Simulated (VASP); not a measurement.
Write the native input for VASP 6.6.1 that does the following.

```yaml
Task: single point
Functional: LDA
Potentials_or_basis: VASP PAW LDA potentials, release 64 (Li_sv, Pt)
Cutoff: 520 eV
k_mesh: 8 × 8 × 11
Occupations: fermi-dirac, width 0.15 eV
Spin: no spin polarisation
Dipole_correction: no
Further_INCAR_settings: ALGO = Normal; EDIFF = 1e-07; NBANDS = 15
```

The structure of Li2Pt lies in POSCAR:

```
Li2Pt
1.0
    4.2274482401      0.0000000000      0.0000000000
   -2.1137241201      3.6610772255      0.0000000000
    0.0000000000      0.0000000000      2.6873482482
Li Pt
2 1
Direct
    0.3333333333      0.6666666667      0.5000000000
    0.6666666667      0.3333333333      0.5000000000
    0.0000000000      0.0000000000      0.0000000000
```

These files were run (other wordings do the same):

INCAR

```
PREC     = Accurate       # precision mode
ENCUT    = 520            # plane-wave cutoff, eV
EDIFF    = 1E-7           # SCF threshold, eV
ISMEAR   = -1             # smearing method
SIGMA    = 0.15           # smearing width, eV
LREAL    = F              # projectors in reciprocal space
LASPH    = T              # aspherical terms in the spheres
NELM     = 100            # most SCF steps
ALGO     = Normal         # electronic algorithm
ISIF     = 2              # what is computed and relaxed
LWAVE    = F              # write WAVECAR
LCHARG   = F              # write CHGCAR
GGA      = CA             # functional
NBANDS   = 15             # bands
```

KPOINTS

```
Automatic mesh
0
Gamma
  8 8 11
```

Potentials or basis: VASP PAW LDA potentials, release 64 (Li_sv, Pt).

The run is started by

```sh
$ cat potpaw_LDA.64/Li_sv/POTCAR potpaw_LDA.64/Pt/POTCAR > POTCAR
$ mpirun -np 1 vasp_std > vasp.out
```

Results of the run:

```yaml
Band_gap_on_the_k_mesh: zero (bands 8 and 9 overlap by 1.49 eV)
```

Caveat: spin-orbit coupling is left out, which moves the levels of the heavy elements.

Run time: 9.9 s on 1 thread of Intel(R) Xeon(R) 6975P-C (Granite Rapids), on a shared host, peak memory 0.16 GiB.
